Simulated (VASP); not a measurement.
Crystal: Si2NF2.

```
Si N F
1.0
     3.19750    0.00000    0.00000
    -1.59875    2.76912    0.00000
     0.00000    0.00000    7.80734
Si N F
2 1 2
Direct
  0.33333 0.66667 0.34534
  0.66667 0.33333 0.65466
  0.00000 0.00000 0.50000
  0.33333 0.66667 0.84441
  0.66667 0.33333 0.15559
```

The cell was built from a structure type or drawn by symmetry, and may not be a known phase.

* Program: VASP 6.6.1
* Task: relaxation of cell and atoms
* Functional: PBE
* Potentials or basis: VASP PAW PBE potentials, release 64 (Si, N_h, F_h)
* Cutoff: 910 eV
* k mesh: 6 × 6 × 2
* Occupations: gaussian, width 0.1 eV
* Spin: no spin polarisation

At the start: pressure -9.0 GPa; volume 13.83 Å³/atom.

**Question.** How do energy, volume and symmetry change on relaxing?

**Answer.** Over 22 steps the energy falls by 150.5 meV/atom and the volume is 13.62 Å³/atom (-1.5 %); space group P-3m1 (No. 164, to 0.1 Å) before and after.

Step by step:
| step | energy change (eV) | largest force (eV/Å) | pressure (GPa) | volume (Å³) |
| --- | --- | --- | --- | --- |
| 1 | 0.0000 | 2.1820 | -8.96 | 69.13 |
| 2 | -0.6804 | 0.2073 | 1.98 | 61.68 |
| 3 | -0.6804 | 0.2025 | 2.01 | 61.66 |
| 4 | -0.7011 | 0.1851 | 0.06 | 62.87 |
| 5 | -0.7032 | 0.2911 | -0.76 | 63.42 |
| 6 | -0.7202 | 0.2050 | -0.78 | 63.74 |
| 7 | -0.7372 | 0.1327 | -1.21 | 64.48 |
| 8 | -0.7395 | 0.0080 | 1.06 | 63.41 |
| 9 | -0.7409 | 0.0461 | 0.19 | 63.81 |
| 10 | -0.7418 | 0.0416 | 0.19 | 63.91 |
| 11 | -0.7442 | 0.0686 | 0.19 | 64.20 |
| 12 | -0.7466 | 0.1446 | 0.20 | 64.77 |
| 13 | -0.7474 | 0.1137 | 0.15 | 64.88 |
| 14 | -0.7488 | 0.0597 | -0.02 | 65.22 |
| 15 | -0.7480 | 0.1656 | -0.32 | 65.89 |
| 16 | -0.7491 | 0.0905 | -0.12 | 65.44 |
| 17 | -0.7497 | 0.0843 | -0.05 | 65.54 |
| 18 | -0.7511 | 0.0759 | 0.18 | 65.84 |
| 19 | -0.7517 | 0.1282 | 0.65 | 66.44 |
| 20 | -0.7521 | 0.1120 | 0.56 | 66.60 |
| 21 | -0.7529 | 0.0635 | 0.32 | 67.11 |
| 22 | -0.7525 | 0.0325 | -0.15 | 68.12 |

Final structure:
```
Si N F
1.0
     3.20398    0.00000    0.00000
    -1.60199    2.77473    0.00000
     0.00000    0.00000    7.66279
Si N F
2 1 2
Direct
  0.33333 0.66667 0.34262
  0.66667 0.33333 0.65738
  0.00000 0.00000 0.50000
  0.33333 0.66667 0.80084
  0.66667 0.33333 0.19916
```

Caveat: the k points lie up to 0.41 Å⁻¹ apart in the final cell, too coarse for converged energies and pressures of a metal; the cutoff is under 1.25 times the usual one of these potentials, so pressure, stress and relaxed cells hold a basis-set (Pulay) error; this functional lacks dispersion, which binds the layers, so the pressure and a relaxed spacing across them are unreliable; an odd number of electrons without spin polarisation forces a metal; a magnetic or distorted state may lie lower.
